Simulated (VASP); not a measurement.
Wanted: the native input for a VASP 6.6.1 run.

```yaml
Task: single point
Functional: PBE
Potentials_or_basis: VASP PAW PBE potentials, release 64 (Cu)
Cutoff: 520 eV
k_mesh: 11 × 11 × 11
Occupations: fermi-dirac, width 0.1 eV
Spin: no spin polarisation
Dipole_correction: no
Further_INCAR_settings: ALGO = Normal; EDIFF = 1e-06; NBANDS = 18
```

The structure of Cu lies in POSCAR:

```
Cu
1.0
    0.0000000000      2.6752136115      2.6752136115
    2.6752136115      0.0000000000      2.6752136115
    2.6752136115      2.6752136115      0.0000000000
Cu
2
Direct
    0.1250000000      0.1250000000      0.1250000000
    0.8750000000      0.8750000000      0.8750000000
```

The input as run:

INCAR

```
SYSTEM = Cu
PREC = Accurate ; ENCUT = 520
EDIFF = 1E-6 ; ISMEAR = -1
SIGMA = 0.1 ; LREAL = .False.
LASPH = .True. ; NELM = 100
ALGO = Normal ; ISIF = 2
LWAVE = .False. ; LCHARG = .False.
GGA = PE ; NBANDS = 18
```

KPOINTS

```
Automatic mesh
0
Gamma
  11 11 11
  0 0 0
```

Potentials or basis: VASP PAW PBE potentials, release 64 (Cu).

The run is started by

```bash
$ cat potpaw_PBE.64/Cu/POTCAR > POTCAR
$ mpirun -np 1 vasp_std > vasp.out
```

Results of the run:

```
Pressure               : 0.0 GPa
Band gap on the k mesh : zero (band 11 reaches 3.15 eV, above the bottom of band 12 at 2.45 eV)
```

It took 54 s on 1 thread of Intel Xeon 8259CL, on a shared host, peak memory 0.17 GiB.
